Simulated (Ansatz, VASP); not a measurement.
# PbS: VASP beside Ansatz

```xyz
2
Lattice="0.0000 2.9657 2.9657 2.9657 0.0000 2.9657 2.9657 2.9657 0.0000" Properties=species:S:1:pos:R:3 pbc="T T T"
Pb    0.0000    0.0000    0.0000
S     2.9657    2.9657    2.9657
```

Alike in both runs: task single point; functional PBE; k mesh 12 × 12 × 12; occupations gaussian, width 0.02 eV; no spin polarisation.

|  | VASP | Ansatz |
| --- | --- | --- |
| version | VASP 6.6.1 | Ansatz 0.2.0 |
| potentials or method | VASP PAW PBE potentials, release 64 (Pb_d, S), cutoff 520 eV | scalar-relativistic, plane waves, PAW |
| valence electrons in the cell | 20 | 20 |

```tsv
	VASP	Ansatz	Ansatz less VASP
gap on the k mesh at the Fermi level (eV)	0.36	0.36	-0.007
pressure (GPa)	2.2	2.2	+0.08
```

Ansatz's warnings: stress scf threshold loose.

Spin-orbit coupling is off throughout.
